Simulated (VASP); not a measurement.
A run of VASP 6.6.1 is set up as follows.

The input INCAR:

```
SYSTEM = TiAl3
PREC = Accurate ; ENCUT = 520
EDIFF = 1E-6 ; ISMEAR = 0
SIGMA = 0.2 ; LREAL = .False.
LASPH = .True. ; NELM = 60
ALGO = Fast ; ISIF = 2
LWAVE = .False. ; LCHARG = .False.
GGA = PE ; NBANDS = 31
```

KPOINTS

```
Automatic mesh
0
Gamma
  6 6 4
  0 0 0
```

Contents of POSCAR:

```
TiAl3
1.0
    1.9227247239     -1.9227247239     -4.3108557471
    1.9227247239     -1.9227247239      4.3108557471
   -3.8454494478     -3.8454494478      0.0000000000
Ti Al
2 6
Direct
    0.0000000000      1.0000000000      1.0000000000
    0.5000000000      0.5000000000      0.5000000000
    0.5000000000      1.0000000000      0.7500000000
    1.0000000000      0.5000000000      0.2500000000
    0.0000000000      0.5000000000      0.7500000000
    0.5000000000      0.0000000000      0.2500000000
    0.5000000000      0.5000000000      1.0000000000
    1.0000000000      1.0000000000      0.5000000000
```

Potentials or basis: VASP PAW PBE potentials, release 64 (Ti_sv, Al).

The run is started by

```console
$ cat potpaw_PBE.64/Ti_sv/POTCAR potpaw_PBE.64/Al/POTCAR > POTCAR
$ mpirun -np 1 vasp_std > vasp.out
```

**Question.** What does it give for the band gap on the k mesh?

**Answer.** Zero (band 21 reaches 8.67 eV, above the bottom of band 22 at 6.95 eV).

**Question.** Estimate the pressure.

**Answer.** 0.0 GPa.

Stress tensor (GPa, compression positive):
```
 0.00 -0.16  0.00
-0.16  0.00  0.00
 0.00  0.00 -0.01
```
